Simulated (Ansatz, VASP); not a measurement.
# Cu in VASP and in Ansatz

```
CELL_PARAMETERS angstrom
2.48753 0.00000 0.00000
-1.24377 2.15427 0.00000
0.00000 0.00000 8.13085
ATOMIC_POSITIONS crystal
Cu 0.00000 0.00000 0.00000
Cu 0.33333 0.66667 0.25000
Cu 0.00000 0.00000 0.50000
Cu 0.66667 0.33333 0.75000
```

Alike in both runs: functional LDA; k mesh 18 × 18 × 6; occupations gaussian, width 0.1 eV; no spin polarisation.

Ansatz relaxed the structure, and its values are those at the end. VASP's run is a single point on that final structure, the one shown.

|  | VASP | Ansatz |
| --- | --- | --- |
| version | VASP 6.6.1 | Ansatz 0.2.0 |
| potentials or method | VASP PAW LDA potentials, release 64 (Cu), cutoff 520 eV | scalar-relativistic, plane waves, PAW |
| valence electrons in the cell | 44 | 76 |

VASP gave:

* gap on the k mesh at the Fermi level (eV): none
* pressure (GPa): 0.9

Q: Which values does Ansatz return?

A: gap on the k mesh at the Fermi level (eV): none; pressure (GPa): 0.0.

LDA's correlation is that of Perdew and Zunger in VASP and of Perdew and Wang (1992) in Ansatz. A gap of «none» marks a metal or a gap that the smearing closes. VASP's potentials hold 44 valence electrons a cell and Ansatz's 76, so a difference there can come from the potentials and not from the codes.
